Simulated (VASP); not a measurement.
Sr6MgAg:

```
CELL_PARAMETERS angstrom
3.98861 2.30282 4.42976
-3.98861 2.30282 4.42976
0.00000 -4.60565 4.42976
ATOMIC_POSITIONS crystal
Sr 0.20458 0.79542 0.50000
Sr 0.50000 0.20458 0.79542
Sr 0.79542 0.50000 0.20458
Sr 0.79542 0.20458 0.50000
Sr 0.50000 0.79542 0.20458
Sr 0.20458 0.50000 0.79542
Mg 0.50000 0.50000 0.50000
Ag 0.00000 0.00000 0.00000
```

The cell was generated, and may not be a known phase.

| Quantity | Value |
| --- | --- |
| Program | VASP 6.6.1 |
| Task | relaxation of cell and atoms |
| Functional | PBE |
| Potentials or basis | VASP PAW PBE potentials, release 64 (Sr_sv, Mg, Ag) |
| Cutoff | 600 eV |
| k mesh | 3 × 3 × 3 |
| Occupations | gaussian, width 0.1 eV |
| Spin | no spin polarisation |

At the start: pressure 27.9 GPa; volume 30.52 Å³/atom.

Q: Where does the relaxation end?

A: Over 12 steps the energy falls by 3069.9 meV/atom and the volume is 48.96 Å³/atom (+60.4 %); space group R-3m (No. 166, to 0.1 Å) before and after.

Step by step:
```
step  energy change (eV)  largest force (eV/Å)  pressure (GPa)  volume (Å³)
   1              0.0000                9.8966           27.90       244.13
   2            -23.3831                1.2414           -0.87       460.32
   3            -23.4230                0.4238            0.60       396.61
   4            -23.5687                1.0232           -0.48       434.32
   5            -23.5921                0.9401           -0.34       427.67
   6            -24.2058                0.6040           -0.50       422.86
   7            -24.4526                0.3516           -0.51       417.71
   8            -24.4732                0.2693           -0.49       415.57
   9            -24.5314                0.1740           -0.27       404.00
  10            -24.5578                0.0500            0.06       390.71
  11            -24.5578                0.0451            0.07       390.22
  12            -24.5592                0.0289            0.05       391.68
```

Final structure:
```xyz
8
Lattice="5.4942 3.1721 3.7456 -5.4942 3.1721 3.7456 0.0000 -6.3442 3.7456" Properties=species:S:1:pos:R:3 pbc="T T T"
Sr   -3.7159    0.0000    5.6185
Sr    1.8580   -3.2181    5.6185
Sr    1.8580    3.2181    5.6185
Sr    3.7159    0.0000    5.6185
Sr   -1.8580    3.2181    5.6185
Sr   -1.8580   -3.2181    5.6185
Mg    0.0000    0.0000    5.6185
Ag    0.0000    0.0000    0.0000
```

Caveat: the volume moved by over 15 % at a fixed basis, so the end points are rough.
